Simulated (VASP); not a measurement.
Here is a VASP 6.6.1 calculation.

INCAR

```
PREC = Accurate ; ENCUT = 520
EDIFF = 1E-7 ; ISMEAR = 0
SIGMA = 0.05 ; LREAL = False
LASPH = True ; NELM = 60
ALGO = Normal ; ISIF = 2
LWAVE = False ; LCHARG = True
GGA = PE ; LELF = True
LVHAR = True ; NBANDS = 18
```

Contents of KPOINTS:

```
regular mesh
0
Gamma
  9 9 6
```

POSCAR

```
LiF
1.0
    3.1868620077      0.0000000000      0.0000000000
   -1.5934310038      2.7599034571      0.0000000000
    0.0000000000      0.0000000000      5.4705673225
Li F
2 2
Direct
    0.3333333333      0.6666666667      0.3810713234
    0.6666666667      0.3333333333      0.8810713234
    0.3333333333      0.6666666667      0.9939266766
    0.6666666667      0.3333333333      0.4939266766
```

Potentials or basis: VASP PAW PBE potentials, release 64 (Li_sv, F).

Command:

```sh
$ cat potpaw_PBE.64/Li_sv/POTCAR potpaw_PBE.64/F/POTCAR > POTCAR
$ mpirun -np 1 vasp_std > vasp.out
```

Question: What does it give for the largest force?

Answer: 0.049 eV/Å.

Question: What does it give for the band gap on the k mesh?

Answer: 6.94 eV, direct.

Forces in eV/Å, atoms in the order of the input:
```
Li   0.000  0.000 -0.049
Li   0.000  0.000 -0.049
F    0.000  0.000  0.049
F    0.000  0.000  0.049
```

 A k mesh can miss the band edges.
